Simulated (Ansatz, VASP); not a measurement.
# One calculation of CuO, two programs

File INCAR:

```
SYSTEM = CuO
PREC = Accurate
ENCUT = 700
EDIFF = 1E-6
ISMEAR = -1
SIGMA = 0.05
LREAL = .False.
LASPH = .True.
NELM = 120
ALGO = Normal
ISIF = 2
LWAVE = .False.
LCHARG = .False.
GGA = PS
NBANDS = 33
GGA_COMPAT = .False.
```

KPOINTS

```
Automatic mesh
0
Gamma
  9 9 5
  0 0 0
```

Contents of POSCAR:

```
CuO
1.0
    2.8405840181      0.0000000000      0.0000000000
    0.0385446830      2.8403655272      0.0000000000
    0.0172589332      0.0170118330      5.1063800938
Cu O
2 2
Direct
    0.0000000000      0.5000000000      0.0000000000
    0.5000000000      0.0000000000      0.5000000000
    0.9984239700      0.0016717800      0.7498871000
    0.0015760300      0.9983282200      0.2501129000
```

File input.yaml:

```yaml
crystal:
  lattice:
    - [2.8405840181, 0.0, 0.0]
    - [0.038544683, 2.8403655272, 0.0]
    - [0.0172589332, 0.017011833, 5.1063800938]
  atoms:
    - { symbol: Cu, position: [0.0, 0.5, 0.0] }
    - { symbol: Cu, position: [0.5, 0.0, 0.5] }
    - { symbol: O, position: [0.99842397, 0.00167178, 0.7498871] }
    - { symbol: O, position: [0.00157603, 0.99832822, 0.2501129] }
hamiltonian:
  xc: pbesol
  pseudopotentials: { kind: paw }
kpoints:
  mp_grid: { grid: [9, 9, 5] }
scf:
  occupations: { method: fermi_dirac, width: 0.05 }
output:
  forces: true
  stress: true
  eigenvalues: true
  write_density: true
  write_potential: true
  elf: true
  volumetric_format: npy
```

Alike in both runs: task single point; functional PBEsol; k mesh 9 × 9 × 5; occupations fermi-dirac, width 0.05 eV; no spin polarisation.

```csv
,VASP,Ansatz
version,VASP 6.6.1,Ansatz 0.2.0
potentials or method,"VASP PAW PBE potentials, release 64 (Cu_sv_GW, O)",Ansatz PAW
plane-wave cutoff (eV),700,420
valence electrons in the cell,50,50
```

Ansatz gave:

* gap on the k mesh at the Fermi level (eV): none
* pressure (GPa): 5.4
* traceless stress, the component that is largest in VASP (GPa): -0.69
* rms of the force components (eV/Å): 0.005

Question: Estimate VASP's values.

Answer: gap on the k mesh at the Fermi level (eV): none; pressure (GPa): 2.9; traceless stress, the component that is largest in VASP (GPa): -0.63; rms of the force components (eV/Å): 0.005.

VASP's potentials were made for PBE, not for PBEsol. Atom by atom the forces differ by 0.000 eV/Å (rms over components). A gap of «none» marks a metal or a gap that the smearing closes. The functional is the same, so the differences come from potentials, cutoffs and numerics.
